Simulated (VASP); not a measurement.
Wanted: the native input for a VASP 6.6.1 run.

```yaml
Task: single point
Functional: PBEsol
Potentials_or_basis: VASP PAW PBE potentials, release 64 (Pt)
Cutoff: 520 eV
k_mesh: 12 × 12 × 12
Occupations: fermi-dirac, width 0.05 eV
Spin: no spin polarisation
Dipole_correction: no
Further_INCAR_settings: ALGO = Fast; EDIFF = 1e-07; NBANDS = 11
```

The structure of Pt lies in POSCAR:

```
Pt
1.0
    0.0000000000      1.9485518983      1.9485518983
    1.9485518983      0.0000000000      1.9485518983
    1.9485518983      1.9485518983      0.0000000000
Pt
1
Direct
    0.0000000000      0.0000000000      0.0000000000
```

The input as run:

INCAR

```
SYSTEM = Pt
  PREC = Accurate
  ENCUT = 520
  EDIFF = 1E-7
  ISMEAR = -1
  SIGMA = 0.05
  LREAL = .False.
  LASPH = .True.
  NELM = 80
  ALGO = Fast
  ISIF = 2
  LWAVE = .False.
  LCHARG = .False.
  GGA = PS
  NBANDS = 11
```

KPOINTS

```
regular mesh
0
Gamma
  12 12 12
  0 0 0
```

Potentials or basis: VASP PAW PBE potentials, release 64 (Pt).

The run is started by

```console
$ cat potpaw_PBE.64/Pt/POTCAR > POTCAR
$ mpirun -np 1 vasp_std > vasp.out
```

Results of the run:

```yaml
Pressure: 4.7 GPa
Band_gap_on_the_k_mesh: zero (band 5 reaches 12.00 eV, above the bottom of band 6 at 9.69 eV)
```

Caveat: the PAW data sets were made with another functional, which shifts forces and pressure a little; spin-orbit coupling is left out, which moves the levels of the heavy elements.

It took 21 s on 1 thread of Intel Xeon 8259CL, on a shared host, peak memory 0.13 GiB.
